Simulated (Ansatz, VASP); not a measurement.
## Mg2CdO3: VASP beside Ansatz

```
Mg Cd O
1.0
     2.68194   -4.81253   -0.03669
     2.68048    4.81168    0.01987
    -1.80745    0.03118    5.11574
Mg Cd O
4 2 6
Direct
  0.01879 0.01726 0.50941
  0.31655 0.67001 0.50523
  0.67645 0.32553 0.49891
  0.51024 0.50859 0.99990
  0.84592 0.16480 0.01228
  0.15976 0.82567 0.99348
  0.40095 0.08988 0.71406
  0.90854 0.58431 0.26100
  0.07563 0.40879 0.73175
  0.59312 0.90591 0.26617
  0.72135 0.72291 0.73832
  0.27269 0.27635 0.26950
```

Change from the starting cell: cell x1, atoms moved at random (sigma 0.05 Å) and cell strained at random (1.5 %), then relaxed without symmetry.

Alike in both runs: task relaxation of cell and atoms; functional PBE; k mesh 4 × 4 × 4; occupations gaussian, width 0.1 eV; no spin polarisation.

|  | VASP | Ansatz |
| --- | --- | --- |
| version | VASP 6.6.1 | Ansatz 0.2.0 |
| potentials or method | VASP PAW PBE potentials, release 64 (Mg, Cd, O), cutoff 600 eV | scalar-relativistic, plane waves, PAW |
| valence electrons in the cell | 68 | 116 |

```csv
,VASP,Ansatz,Ansatz less VASP
"gap on the k mesh at the Fermi level, each at its own relaxed structure (eV)",1.86,1.89,+0.033
relaxed volume (Å³/atom),11.01,11.01,+0.003
relaxed length of the cell vector where the two differ most in proportion (Å),5.440,5.443,+0.0030
```

VASP's potentials hold 68 valence electrons a cell and Ansatz's 116, so a difference there can come from the potentials and not from the codes.
